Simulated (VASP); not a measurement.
# SrO (I4/mmm) in VASP: further runs

The runs below take SrO through single point, with LDA.

Everything below comes from runs of VASP 6.6.1. Logs are shortened: lines on timing, memory, paths and dates and some standing lists are left out, and cuts for length are marked.

## 1. The cell of the first run

It takes space group I4/mmm (No. 139, tetragonal). Conventional cell: a = 3.543 Å, b = 3.543 Å, c = 5.268 Å, α = 90.00°, β = 90.00°, γ = 90.00°. Sr (site symmetry 4/mmm) has 6 O at 2.51 to 2.63 Å within 3.3 Å. Within 3.3 Å of O (site symmetry 4/mmm) lie 6 Sr at 2.51 to 2.63 Å.

## 2. Single point, LDA (strain -0.025 along x and y, +0.025 along z)

Input file INCAR:

```
PREC     = Accurate       # precision mode
ENCUT    = 520            # plane-wave cutoff, eV
EDIFF    = 1E-6           # SCF threshold, eV
ISMEAR   = 0              # smearing method
SIGMA    = 0.05           # smearing width, eV
LREAL    = F              # projectors in reciprocal space
LASPH    = T              # aspherical terms in the spheres
NELM     = 60             # most SCF steps
ALGO     = Normal         # electronic algorithm
ISIF     = 2              # what is computed and relaxed
LWAVE    = F              # write WAVECAR
LCHARG   = T              # write CHGCAR
GGA      = CA             # functional
LELF     = T              # ELF
LVHAR    = T            
NBANDS   = 15             # bands
```

Input file KPOINTS:

```
regular mesh
0
Gamma
  8 8 8
```

Input file POSCAR:

```
SrO
1.0
    0.0000000000      2.5055550000      2.6340450000
    2.5055550000      0.0000000000      2.6340450000
    2.5055550000      2.5055550000      0.0000000000
Sr O
1 1
Direct
    0.0000000000      0.0000000000      0.0000000000
    0.5000000000      0.5000000000      0.5000000000
```

Potentials or basis: VASP PAW LDA potentials, release 64 (Sr_sv, O).

Run with:

```
cat potpaw_LDA.64/Sr_sv/POTCAR potpaw_LDA.64/O/POTCAR > POTCAR
mpirun -np 1 vasp_std > vasp.out
```

OUTCAR:

```text
PREC = Accurate
   ENCUT = 520
   EDIFF = 1E-6
   ISMEAR = 0
   LREAL = F
   LASPH = T
   NELM = 60
   ISIF = 2
   GGA = CA

 ion  position               nearest neighbor table
   1  0.000  0.000  0.000-   2 2.51   2 2.51   2 2.51   2 2.51   2 2.63   2 2.63
   2  0.500  0.500  0.500-   1 2.51   1 2.51   1 2.51   1 2.51   1 2.63   1 2.63

  LATTYP: Found a body centered tetragonal cell.
 ALAT       =     3.5433898623
 C/A-ratio  =     1.4867373348

  Lattice vectors:

 A1 = (  -2.5055550000,   0.0000000000,   2.6340450000)
 A2 = (   2.5055550000,   0.0000000000,   2.6340450000)
 A3 = (   0.0000000000,   2.5055550000,  -2.6340450000)

Analysis of symmetry for initial positions (statically):
=====================================================================
 Subroutine PRICEL returns:
 Original cell was already a primitive cell.

 Routine SETGRP: Setting up the symmetry group for a
 body centered tetragonal supercell.

 Subroutine GETGRP returns: Found 16 space group operations
 (whereof 16 operations were pure point group operations)
 out of a pool of 16 trial point group operations.

The static configuration has the point symmetry D_4h.

Analysis of symmetry for dynamics (positions and initial velocities):
=====================================================================
 Subroutine PRICEL returns:
 Original cell was already a primitive cell.

 Routine SETGRP: Setting up the symmetry group for a
 body centered tetragonal supercell.

 Subroutine GETGRP returns: Found 16 space group operations
 (whereof 16 operations were pure point group operations)
 out of a pool of 16 trial point group operations.

The dynamic configuration has the point symmetry D_4h.

 Subroutine INISYM returns: Found 16 space group operations
 (whereof 16 operations are pure point group operations),
 and found     1 'primitive' translations

----------------------------------------------------------------------------------------

                                     Primitive cell

  volume of cell :      33.0720

  direct lattice vectors                    reciprocal lattice vectors
     0.000000000  2.505555000  2.634045000    -0.199556585  0.199556585  0.189822118
     2.505555000  0.000000000  2.634045000     0.199556585 -0.199556585  0.189822118
     2.505555000  2.505555000  0.000000000     0.199556585  0.199556585 -0.189822118

  length of vectors
     3.635381537  3.635381537  3.543389862     0.340114830  0.340114830  0.340114830

  position of ions in fractional coordinates (direct lattice)
     0.000000000  0.000000000  0.000000000
     0.500000000  0.500000000  0.500000000

  ion indices of the primitive-cell ions
   primitive index   ion index
                 1           1
                 2           2

----------------------------------------------------------------------------------------

 KPOINTS: regular mesh

Automatic generation of k-mesh.
 Grid dimensions read from file:
 generate k-points for:    8    8    8

 Generating k-lattice:

  Cartesian coordinates                     Fractional coordinates (reciprocal lattice)
    -0.024944573  0.024944573  0.023727765     0.125000000  0.000000000  0.000000000
     0.024944573 -0.024944573  0.023727765     0.000000000  0.125000000  0.000000000
     0.024944573  0.024944573 -0.023727765     0.000000000  0.000000000  0.125000000

  Length of vectors
     0.042514354  0.042514354  0.042514354

  Shift w.r.t. Gamma in fractional coordinates (k-lattice)
     0.000000000  0.000000000  0.000000000

 Subroutine IBZKPT returns following result:
 ===========================================

 Found     59 irreducible k-points:

 Following reciprocal coordinates:
            Coordinates               Weight
  0.000000  0.000000  0.000000      1.000000
  0.125000  0.000000  0.000000      8.000000
  0.250000  0.000000  0.000000      8.000000
  0.375000  0.000000  0.000000      8.000000
  0.500000  0.000000  0.000000      4.000000
  0.125000  0.125000  0.000000      2.000000
[... 16 lines left out ...]
  0.250000  0.000000  0.125000     16.000000
  0.375000  0.000000  0.125000     16.000000
 [... further k-points ...]
   k-points           NKPTS =     59   k-points in BZ     NKDIM =     59   number of bands    NBANDS=     15
   number of dos      NEDOS =    301   number of ions     NIONS =      2
   total plane-waves  NPLWV =  21952
   dimension x,y,z NGX =    28 NGY =   28 NGZ =   28
   dimension x,y,z NGXF=    56 NGYF=   56 NGZF=   56
   ions per type =               1   1
   NGX,Y,Z   is equivalent  to a cutoff of  12.80, 12.80, 13.14 a.u.
   NGXF,Y,Z  is equivalent  to a cutoff of  25.61, 25.61, 26.27 a.u.
 SYSTEM =  unknown system
   PREC   = accura    normal or accurate (medium, high low for compatibility)
   ISTART =      0    job   : 0-new  1-cont  2-samecut
   ICHARG =      2    charge: 1-file 2-atom 10-const
   ISPIN  =      1    spin polarized calculation?
   LNONCOLLINEAR =      F non collinear calculations
   LSORBIT =      F    spin-orbit coupling
   LASPH  =      T    aspherical Exc in radial PAW
   ENCUT  =  520.0 eV  38.22 Ry    6.18 a.u.   6.76  6.76  6.59*2*pi/ulx,y,z
   NELM   =     60;   NELMIN=  2; NELMDL= -5     # of ELM steps
   EDIFF  = 0.1E-05   stopping-criterion for ELM
   LREAL  =      F    real-space projection
   EDIFFG = 0.1E-04   stopping-criterion for IOM
   NSW    =      0    number of steps for IOM
   IBRION =     -1    ionic relax: 0-MD 1-quasi-New 2-CG
   NFREE  =      0    steps in history (QN), initial steepest desc. (CG)
   ISIF   =      2    stress and relaxation
   ISYM   =      2    0-nonsym 1-usesym 2-fastsym
   POTIM  = 0.5000    time-step for ionic-motion
   TEBEG  =    0.0;   TEEND  =   0.0 temperature during run
   PSTRESS=    0.0 pullay stress
   NELECT =      16.0000    total number of electrons
   NUPDOWN=      -1.0000    fix difference up-down
   EMIN   =  10.00;   EMAX   =-10.00  energy-range for DOS
   EFERMI =   0.00;   METHOD = LEGACY
   ISMEAR =     0;   SIGMA  =   0.05  broadening in eV -4-tet -1-fermi 0-gaus
   EFERMI_NEDOS =   21; number of points for ismear=-14 and -15
   IALGO  =     38    algorithm
   IMIX   =      4    mixing-type and parameters
     AMIX     =   0.40;   BMIX     =  1.00
     AMIX_MAG =   1.60;   BMIX_MAG =  1.00
  volume/ion in A,a.u.               =      16.54       111.59
  Fermi-wavevector in a.u.,A,eV,Ry     =   1.285172  2.428622 22.472282  1.651666
  Thomas-Fermi vector in A             =   2.417322
   LORBIT       =      0    0 simple, 1 ext, 2 COOP (PROOUT), +10 PAW based schemes
   GGA     = CA    functional components
   LHFCALC =     F    Hartree Fock is set to
   AEXX    =    0.0000 exact exchange contribution
   IVDW    =     0    specifies the selected vdW correction
   LEPSILON=     F    determine dielectric tensor
   LRPA    =     F    only Hartree local field effects (RPA)
 non-spin polarized calculation
 Gauss-broadening in eV      SIGMA  =   0.05
  energy-cutoff  :      520.00
  volume of cell :       33.07
 maximum number of plane-waves:       909
   NGX = 13   NGY = 13   NGZ = 13

 number of electron      15.9999997 magnetization

 Free energy of the ion-electron system (eV)
  ---------------------------------------------------
  ext. energy  EPLUGINS =         0.00000000
  ---------------------------------------------------
  free energy    TOTEN  =       -13.36220142 eV

  energy without entropy =      -13.36220142  energy(sigma->0) =      -13.36220142

 E-fermi :   1.8301     XC(G=0): -10.6521

 val. band max:        1.5459685044   @ k =   0.0000   0.0000   0.0000
 cond. band min:       4.5104071355   @ k =   0.5000   0.0000   0.5000
 fundamental gap:      2.9644386310
 Fermi energy:         1.8300514796

 k-point     1 :       0.0000    0.0000    0.0000
  band No.  band energies     occupation
      1     -30.5055      2.00000
      2     -13.3214      2.00000
      3     -12.2242      2.00000
      4     -12.1939      2.00000
      5     -12.1939      2.00000
      6       1.3579      2.00000
      7       1.5460      2.00000
      8       1.5460      2.00000
      9       5.4038      0.00000
     10       7.3851      0.00000
     11       7.7919      0.00000
     12       7.7919      0.00000
     13       9.6862      0.00000
     14      10.2821      0.00000
     15      14.0671      0.00000

 k-point     2 :       0.1250    0.0000    0.0000
  band No.  band energies     occupation
      1     -30.4818      2.00000
      2     -13.7382      2.00000
      3     -12.2398      2.00000
      4     -12.2001      2.00000
      5     -11.8354      2.00000
      6       0.9796      2.00000
      7       1.2387      2.00000
      8       1.3202      2.00000
      9       6.1147      0.00000
     10       7.4508      0.00000
     11       7.9017      0.00000
     12       8.0957      0.00000
     13      10.1158      0.00000
     14      10.7287      0.00000
     15      15.1214      0.00000

 k-point     3 :       0.2500    0.0000    0.0000
  band No.  band energies     occupation
      1     -30.4239      2.00000
      2     -14.3758      2.00000
      3     -12.2913      2.00000
      4     -12.2147      2.00000
      5     -11.3240      2.00000
      6       0.1256      2.00000
      7       0.7797      2.00000
      8       0.8353      2.00000
      9       7.4296      0.00000
     10       7.6719      0.00000
     11       8.7748      0.00000
     12       8.9284      0.00000
     13      11.1867      0.00000
     14      11.8265      0.00000
     15      17.2460      0.00000
[... 343 lines left out ...]
 k-point    23 :       0.2500    0.0000    0.1250
  band No.  band energies     occupation
      1     -30.4249      2.00000
      2     -14.2494      2.00000
      3     -12.3424      2.00000
      4     -12.3036      2.00000
      5     -11.3764      2.00000
      6       0.1295      2.00000
      7       0.9853      2.00000
      8       1.1870      2.00000
      9       6.6647      0.00000
     10       7.1101      0.00000
     11       9.0269      0.00000
     12       9.2964      0.00000
     13      10.7295      0.00000
     14      12.0638      0.00000
     15      17.3149      0.00000

 k-point    24 :       0.3750    0.0000    0.1250
  band No.  band energies     occupation
      1     -30.3666      2.00000
      2     -14.6702      2.00000
      3     -12.3942      2.00000
      4     -12.3237      2.00000
      5     -11.1573      2.00000
      6      -0.2694      2.00000
      7       0.5336      2.00000
      8       0.7485      2.00000
      9       7.0056      0.00000
     10       8.4441      0.00000
     11      10.0585      0.00000
     12      10.2711      0.00000
     13      12.0488      0.00000
     14      12.9836      0.00000
     15      17.4741      0.00000

 [... further k-points ...]
[... 5 lines left out ...]
  --------------------------------------------------------------------------------------
  -------------------------------------------------------------------------------------
  Total        0.3784153      0.3784153     -1.0573847      0.0000000      0.0000000      0.0000000
  in kB       18.3323543     18.3323543    -51.2250675      0.0000000      0.0000000      0.0000000
  external PRESSURE =      -4.8534530 kB  Pullay stress =       0.0000000 kB

 VOLUME and BASIS-vectors are now :
 -----------------------------------------------------------------------------
  energy-cutoff  :      520.00
  volume of cell :       33.07
      direct lattice vectors                 reciprocal lattice vectors
     0.000000000  2.505555000  2.634045000    -0.199556585  0.199556585  0.189822118
     2.505555000  0.000000000  2.634045000     0.199556585 -0.199556585  0.189822118
     2.505555000  2.505555000  0.000000000     0.199556585  0.199556585 -0.189822118

 POSITION                                       TOTAL-FORCE (eV/Angst)
 -----------------------------------------------------------------------------------
      0.00000      0.00000      0.00000         0.000000      0.000000     -0.000000
      2.50556      2.50556      2.63404        -0.000000     -0.000000      0.000000
 -----------------------------------------------------------------------------------
    total drift:                                0.000000      0.000000      0.000000

  FREE ENERGIE OF THE ION-ELECTRON SYSTEM (eV)
  ---------------------------------------------------
  free  energy   TOTEN  =       -13.3622014170 eV

  energy  without entropy=      -13.3622014170  energy(sigma->0) =      -13.36220142
```

Run time: 21 s. Hardware: 1 thread of Intel Xeon Platinum 8488C (Sapphire Rapids), shared host; peak memory 0.16 GiB.

Results:

- Free energy: -13.3622 eV
- Pressure: -0.5 GPa
- Band gap on the k mesh: 2.96 eV, indirect (least direct gap 3.00 eV)

Caveat: the cell differs from its parent crystal (strain -0.025 along x and y, +0.025 along z). A k mesh can miss the band edges.

## 3. Single point, LDA (strain +0.000 along x and y, +0.025 along z)

Input file INCAR:

```
SYSTEM = SrO
PREC = Accurate
ENCUT = 520
EDIFF = 1E-7
ISMEAR = 0
SIGMA = 0.05
LREAL = .False.
LASPH = .True.
NELM = 60
ALGO = Normal
ISIF = 2
LWAVE = .False.
LCHARG = .False.
NBANDS = 15
```

Input file KPOINTS:

```
regular mesh
0
Gamma
  8 8 8
  0 0 0
```

Input file POSCAR:

```
SrO
1.0
    0.0000000000      2.5698000000      2.6340450000
    2.5698000000      0.0000000000      2.6340450000
    2.5698000000      2.5698000000      0.0000000000
Sr O
1 1
Direct
    0.0000000000      0.0000000000      0.0000000000
    0.5000000000      0.5000000000      0.5000000000
```

Potentials or basis: VASP PAW LDA potentials, release 64 (Sr_sv, O).

Run with:

```
cat potpaw_LDA.64/Sr_sv/POTCAR potpaw_LDA.64/O/POTCAR > POTCAR
mpirun -np 1 vasp_std > vasp.out
```

It took 20 s on 1 thread of Intel Xeon Platinum 8488C (Sapphire Rapids), shared host; peak memory 0.16 GiB.

It converged, with:

- Free energy: -13.3466 eV
- Pressure: -5.4 GPa
- Band gap on the k mesh: 3.06 eV, indirect (least direct gap 3.15 eV)

Stress tensor (GPa, compression positive):
```
-4.56  0.00  0.00
 0.00 -4.56  0.00
 0.00  0.00 -7.16
```

Levels at points of the mesh, in eV from the valence-band top:
| k point | band 5 | band 6 | band 7 | band 8 | band 9 | band 10 | band 11 | band 12 |
| --- | --- | --- | --- | --- | --- | --- | --- | --- |
| (0.00, 0.00, 0.00) | -13.94 | -0.08 | 0.00 | 0.00 | 3.60 | 5.90 | 6.09 | 6.09 |
| (0.50, 0.00, 0.00) | -12.64 | -2.23 | -1.15 | -1.15 | 6.32 | 8.05 | 8.62 | 8.67 |
| (0.50, 0.50, 0.00) | -14.27 | -0.59 | -0.09 | -0.09 | 3.15 | 7.55 | 9.87 | 10.02 |
| (0.50, 0.00, 0.50) | -14.30 | -0.44 | -0.19 | -0.09 | 3.06 | 7.54 | 9.97 | 10.01 |

Caveat: the cell differs from its parent crystal (strain +0.000 along x and y, +0.025 along z). A k mesh can miss the band edges.
